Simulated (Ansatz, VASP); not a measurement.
ZnS in VASP and in Ansatz

Contents of INCAR:

```
SYSTEM = ZnS
PREC = Accurate ; ENCUT = 520
EDIFF = 1E-7 ; ISMEAR = 0
SIGMA = 0.1 ; LREAL = .False.
LASPH = .True. ; NELM = 60
ALGO = Normal ; ISIF = 2
LWAVE = .False. ; LCHARG = .False.
LDIPOL = .True. ; IDIPOL = 3
DIPOL = 0.5 0.5 0.289 ; GGA = PE
NBANDS = 46
```

KPOINTS

```
Automatic mesh
0
Gamma
  4 4 1
  0 0 0
```

The input POSCAR:

```
ZnS
1.0
    6.8000595232     -0.0073567581      0.0000000000
    0.0028691926      3.9225470712      0.0000000000
    0.0000000000      0.0000000000     29.3724558400
Zn S
4 4
Direct
    0.2912302206      0.7506796764      0.2548168735
    0.7910193852      0.2493929032      0.2547552951
    0.4589787838      0.2504610755      0.3238094230
    0.9587714201      0.7494655015      0.3237805242
    0.9582577043      0.7495890784      0.2364221063
    0.4580771674      0.2506351402      0.2363909292
    0.2918062075      0.7499540954      0.3425335211
    0.7918591112      0.2498225295      0.3425854540
```

Input for Ansatz:

```yaml
crystal:
  lattice:
    - [6.8000595232, -0.0073567581, 0.0]
    - [0.0028691926, 3.9225470712, 0.0]
    - [0.0, 0.0, 29.37245584]
  atoms:
    - { symbol: Zn, position: [0.2912302206, 0.7506796764, 0.2548168735] }
    - { symbol: Zn, position: [0.7910193852, 0.2493929032, 0.2547552951] }
    - { symbol: Zn, position: [0.4589787838, 0.2504610755, 0.323809423] }
    - { symbol: Zn, position: [0.9587714201, 0.7494655015, 0.3237805242] }
    - { symbol: S, position: [0.9582577043, 0.7495890784, 0.2364221063] }
    - { symbol: S, position: [0.4580771674, 0.2506351402, 0.2363909292] }
    - { symbol: S, position: [0.2918062075, 0.7499540954, 0.3425335211] }
    - { symbol: S, position: [0.7918591112, 0.2498225295, 0.342585454] }
  periodic: [true, true, false]
basis:
  ecutwfc: 420
kpoints:
  mp_grid: { grid: [4, 4, 1] }
hamiltonian:
  xc: pbe
scf:
  occupations: { method: gaussian, width: 0.1 }
  lower_state_search: "off"
output:
  forces: true
  stress: true
  eigenvalues: true
```

Change from the starting cell: the structure that the rattled cell fell into.

Alike in both runs: task single point; functional PBE; k mesh 4 × 4 × 1; occupations gaussian, width 0.1 eV; no spin polarisation.

|  | VASP | Ansatz |
| --- | --- | --- |
| version | VASP 6.6.1 | Ansatz 0.2.0 |
| potentials or method | VASP PAW PBE potentials, release 64 (Zn, S), cutoff 520 eV | scalar-relativistic, plane waves, PAW |
| valence electrons in the cell | 72 | 72 |

VASP gave:

| Quantity | Value |
| --- | --- |
| gap on the k mesh at the Fermi level (eV) | 2.55 |
| least direct gap on the mesh (eV) | 2.55 |
| rms of the force components (eV/Å) | 0.021 |

Q: Estimate Ansatz's values.

A: gap on the k mesh at the Fermi level (eV): 2.56; least direct gap on the mesh (eV): 2.56; rms of the force components (eV/Å): 0.024.

Atom by atom the forces differ by 0.012 eV/Å (rms over components).
